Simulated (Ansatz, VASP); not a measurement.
## Two plane-wave programs on Nb

INCAR

```
SYSTEM = Nb
PREC = Accurate
ENCUT = 520
EDIFF = 1E-7
ISMEAR = 0
SIGMA = 0.15
LREAL = .FALSE.
LASPH = .TRUE.
NELM = 60
ALGO = Normal
ISIF = 2
LWAVE = .FALSE.
LCHARG = .TRUE.
GGA = CA
LELF = .TRUE.
LVHAR = .TRUE.
NBANDS = 12
```

File KPOINTS:

```
regular mesh
0
G
  22 22 22
  0 0 0
```

File POSCAR:

```
Nb
1.0
   -1.6639500000      1.6639500000      1.6639500000
    1.6639500000     -1.6639500000      1.6639500000
    1.6639500000      1.6639500000     -1.6639500000
Nb
1
Direct
    0.0000000000      0.0000000000      0.0000000000
```

Input for Ansatz:

```yaml
crystal:
  lattice:
    - [-1.66395, 1.66395, 1.66395]
    - [1.66395, -1.66395, 1.66395]
    - [1.66395, 1.66395, -1.66395]
  atoms:
    - { symbol: Nb, position: [0.0, 0.0, 0.0] }
basis:
  ecutwfc: 420
kpoints:
  mp_grid: { grid: [22, 22, 22] }
hamiltonian:
  xc: lda
scf:
  occupations: { method: gaussian, width: 0.15 }
output:
  forces: true
  stress: true
  eigenvalues: true
```

Alike in both runs: task single point; functional LDA; k mesh 22 × 22 × 22; occupations gaussian, width 0.15 eV; no spin polarisation.

```csv
,VASP,Ansatz
version,VASP 6.6.1,Ansatz 0.2.0
potentials or method,"VASP PAW LDA potentials, release 64 (Nb_sv), cutoff 520 eV","scalar-relativistic, plane waves, PAW"
valence electrons in the cell,13,13
```

VASP gave:

| Property | Result |
| --- | --- |
| gap on the k mesh at the Fermi level (eV) | none |
| pressure (GPa) | -12.3 |

What did Ansatz give for the same quantities?

gap on the k mesh at the Fermi level (eV): none; pressure (GPa): -12.1.

LDA's correlation is that of Perdew and Zunger in VASP and of Perdew and Wang (1992) in Ansatz. A gap of «none» marks a metal or a gap that the smearing closes.
